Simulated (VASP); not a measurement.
A run of VASP 6.6.1 is set up as follows.

Contents of INCAR:

```
SYSTEM = SrO
PREC = Accurate
ENCUT = 600
EDIFF = 1E-6
ISMEAR = 0
SIGMA = 0.1
LREAL = .FALSE.
LASPH = .TRUE.
NELM = 120
ALGO = Normal
ISIF = 2
LWAVE = .FALSE.
LCHARG = .FALSE.
GGA = PE
NBANDS = 15
GGA_COMPAT = .FALSE.
```

The input KPOINTS:

```
regular mesh
0
G
  6 6 6
  0 0 0
```

The input POSCAR:

```
SrO
1.0
    0.0000000000      2.5650000000      2.5650000000
    2.5650000000      0.0000000000      2.5650000000
    2.5650000000      2.5650000000      0.0000000000
Sr O
1 1
Direct
    0.0000000000      0.0000000000      0.0000000000
    0.5000000000      0.5000000000      0.5000000000
```

Potentials or basis: VASP PAW PBE potentials, release 64 (Sr_sv, O).

The run is started by

```sh
$ cat potpaw_PBE.64/Sr_sv/POTCAR potpaw_PBE.64/O/POTCAR > POTCAR
$ mpirun -np 1 vasp_std > vasp.out
```

(1) Estimate the band gap on the k mesh.

(2) What does it give for the pressure?

## Answers

(1) 3.26 eV (least direct gap 3.34 eV).

(2) 4.0 GPa.

Caveat: the cell stands under pressure.
